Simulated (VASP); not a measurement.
Runs of VASP 6.6.1 on Hf. The structure is that of space group Cmcm (No. 63), or close to it. The cells are those of the table. 

| cell | further INCAR settings | gap on the mesh (eV) | pressure (GPa) | largest force (eV/Å) |
| --- | --- | --- | --- | --- |
| a = 3.676, b = 2.986, c = 5.058 Å, angles 90.0, 90.0, 128.0°, 2 atoms | ALGO = Fast; EDIFF = 1e-06; NBANDS = 17 | none | 3.7 | 0.91 |
| a = 2.717, b = 3.461, c = 5.058 Å, angles 90.0, 90.0, 113.1°, 2 atoms | ALGO = Fast; EDIFF = 1e-06; NBANDS = 17 | none | 4.6 | (b) |
| a = 3.556, b = 3.033, c = 5.058 Å, angles 90.0, 90.0, 125.9°, 2 atoms | ALGO = Fast; EDIFF = 1e-06; NBANDS = 17 | none | (a) | 0.68 |
| a = 3.616, b = 3.009, c = 5.058 Å, angles 90.0, 90.0, 126.9°, 2 atoms | ALGO = Fast; EDIFF = 1e-07; NBANDS = 17 | none | (c) | 0.80 |

Alike in all rows: task single point; level PBE; potentials or basis VASP PAW PBE potentials, release 64 (Hf_pv); no spin polarisation; k mesh 18 × 18 × 10; cutoff (eV) 520; smearing gaussian 0.15 eV.

Question: Fill in the values left out.

Answer: (a) 2.3; (b) 0.49; (c) 2.9.

Caveats: spin-orbit coupling is left out, which moves the levels of the heavy elements.

A k mesh can miss the band edges, and the runs leave out spin-orbit coupling on Hf.

A gap of «none» marks levels without a gap at the run's occupations.
